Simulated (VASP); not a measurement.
## HfC: electric field gradients with PBEsol

The system is HfC.

```
CELL_PARAMETERS angstrom
0.00000 2.32500 2.39475
2.32500 0.00000 2.39475
2.32500 2.32500 0.00000
ATOMIC_POSITIONS crystal
Hf 0.50000 0.50000 0.50000
C 0.00000 0.00000 0.00000
```

This cell differs from its parent crystal: zz strain of +3 %.

| Property | Result |
| --- | --- |
| Program | VASP 6.6.1 |
| Task | electric field gradients |
| Functional | PBEsol |
| Potentials or basis | VASP PAW PBE potentials, release 64 (Hf_pv, C) |
| Cutoff | 520 eV |
| k mesh | 15 × 15 × 15 |
| Occupations | fermi-dirac, width 0.05 eV |
| Spin | no spin polarisation |
| Dipole correction | no |
| Further INCAR settings | ALGO = Normal; EDIFF = 1e-08; NBANDS = 14 |

The pressure is -12.9 GPa and the band gap on the k mesh is zero (bands 7 and 8 overlap by 1.52 eV). The largest electric field gradient by atom is Hf +91.1; C +4.4 V/Å².

Stress tensor (GPa, compression positive):
```
 -9.74   0.00   0.00
  0.00  -9.74   0.00
  0.00   0.00 -19.20
```

Levels at points of the mesh, in eV from the Fermi level:
| k point | band 3 | band 4 | band 5 | band 6 | band 7 | band 8 | band 9 | band 10 | band 11 | band 12 |
| --- | --- | --- | --- | --- | --- | --- | --- | --- | --- | --- |
| (0.00, 0.00, 0.00) | -29.60 | -12.11 | 0.95 | 1.09 | 1.09 | 1.17 | 1.47 | 1.47 | 3.04 | 3.49 |

Electric field gradients, principal values (V/Å²):
| atom | least | middle | greatest (by size) |
| --- | --- | --- | --- |
| 1 Hf | -45.535 | -45.536 | 91.071 |
| 2 C | -2.179 | -2.180 | 4.358 |

It took 2.2 min on 1 thread of Intel(R) Xeon(R) Platinum 8259CL CPU @ 2.50GHz (Skylake/Cascade Lake), on a shared host, peak memory 0.24 GiB.

Caveat: the cell differs from its parent crystal (zz strain of +3 %); the stress differs along the axes, from -19 to -10 GPa; without QUAD_EFG the Cq values of the log hold for a quadrupole moment of 1 mb, not for the nuclei; the PAW data sets were made with another functional, which shifts forces and pressure a little; spin-orbit coupling is left out, which moves the levels of the heavy elements.
